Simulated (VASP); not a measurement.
Runs of VASP 6.6.1 on MgB2. The structure is that of space group P6/mmm (No. 191), or close to it. The cells are those of the table. 

```csv
task,level,potentials or basis,cell,k mesh,cutoff (eV),smearing,gap on the mesh (eV),pressure (GPa),relaxed volume (Å³/atom)
single point,PBE,"VASP PAW PBE potentials, release 64 (Mg, B)","a = 3.085, b = 3.085, c = 3.523 Å, angles 90.0, 90.0, 120.0°, 3 atoms",10 × 10 × 8,520,gaussian 0.023 eV,none,-1.1,-
single point,LDA,"VASP PAW LDA potentials, release 64 (Mg, B)","a = 3.104, b = 3.027, c = 3.564 Å, angles 90.3, 88.3, 119.9°, 3 atoms",10 × 10 × 8,520,gaussian 0.01 eV,none,(b),-
single point,r2SCAN,"VASP PAW PBE potentials, release 64 (Mg, B)","a = 3.085, b = 3.085, c = 3.523 Å, angles 90.0, 90.0, 120.0°, 3 atoms",10 × 10 × 8,520,fermi-dirac 0.05 eV,none,(a),-
relaxation of cell and atoms,LDA,"VASP PAW LDA potentials, release 64 (Mg, B)","relaxed from a = 3.085, b = 3.085, c = 3.523 Å, angles 90.0, 90.0, 120.0°, 3 atoms",10 × 10 × 8,600,fermi-dirac 0.05 eV,none,0.0,9.15
single point,LDA,"VASP PAW LDA potentials, release 64 (Mg, B)","a = 3.085, b = 3.085, c = 3.523 Å, angles 90.0, 90.0, 120.0°, 3 atoms",10 × 10 × 8,520,fermi-dirac 0.05 eV,none,-8.1,-
relaxation of cell and atoms,PBE+D3(BJ),"VASP PAW PBE potentials, release 64 (Mg, B)","relaxed from a = 3.085, b = 3.085, c = 3.523 Å, angles 90.0, 90.0, 120.0°, 3 atoms",10 × 10 × 8,600,fermi-dirac 0.05 eV,none,0.0,9.27
single point,r2SCAN,"VASP PAW PBE potentials, release 64 (Mg, B)","a = 3.022, b = 3.022, c = 3.451 Å, angles 90.0, 90.0, 120.0°, 3 atoms",10 × 10 × 8,520,fermi-dirac 0.05 eV,none,7.8,-
```

Alike in all rows: no spin polarisation.

**Question.** Fill in the values left out.

**Answer.** (a) -2.5; (b) -7.3.

Caveats: the PAW data sets were made with another functional, which shifts forces and pressure a little (some runs); pairwise dispersion overbinds metals, which lowers pressure and volume (some runs).

A gap of «none» marks levels without a gap at the run's occupations.
